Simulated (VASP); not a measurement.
The system is Zr.

```
Zr
1.0
    -2.81830    2.81830    1.53879
     2.81830   -2.81830    1.53879
     2.81830    2.81830   -1.53879
Zr
2
Direct
  0.00000 0.00000 0.00000
  0.75000 0.25000 0.50000
```

| Quantity | Value |
| --- | --- |
| Program | VASP 6.6.1 |
| Task | relaxation of cell and atoms |
| Functional | PBE |
| Potentials or basis | VASP PAW PBE potentials, release 64 (Zr_sv) |
| Cutoff | 500 eV |
| k mesh | 12 × 12 × 8 |
| Occupations | fermi-dirac, width 0.1 eV |
| Spin | no spin polarisation |

At the start: pressure -2.5 GPa; volume 24.44 Å³/atom.

Question: How do energy, volume and symmetry change on relaxing?

Answer: Over 5 steps the energy falls by 7.1 meV/atom and the volume is 23.61 Å³/atom (-3.4 %); space group I4_1/amd (No. 141, to 0.1 Å) before and after.

Step by step:
```
step  energy change (eV)  largest force (eV/Å)  pressure (GPa)  volume (Å³)
   1              0.0000                0.0019           -2.53        48.89
   2             -0.0081                0.0002            1.81        46.21
   3             -0.0137                0.0006            0.03        47.23
   4             -0.0140                0.0008            0.01        47.22
   5             -0.0141                0.0019            0.00        47.22
```

Final structure:
```cif
data_structure
_symmetry_space_group_name_H-M 'P 1'
_symmetry_Int_Tables_number 1
_cell_length_a 4.2147
_cell_length_b 4.2147
_cell_length_c 4.2144
_cell_angle_alpha 97.577
_cell_angle_beta 97.577
_cell_angle_gamma 137.394
_cell_volume 47.22
loop_
_atom_site_label
_atom_site_type_symbol
_atom_site_fract_x
_atom_site_fract_y
_atom_site_fract_z
_atom_site_occupancy
Zr1 Zr 0.99999 0.00001 0.00000 1
Zr2 Zr 0.75001 0.24999 0.50000 1
```
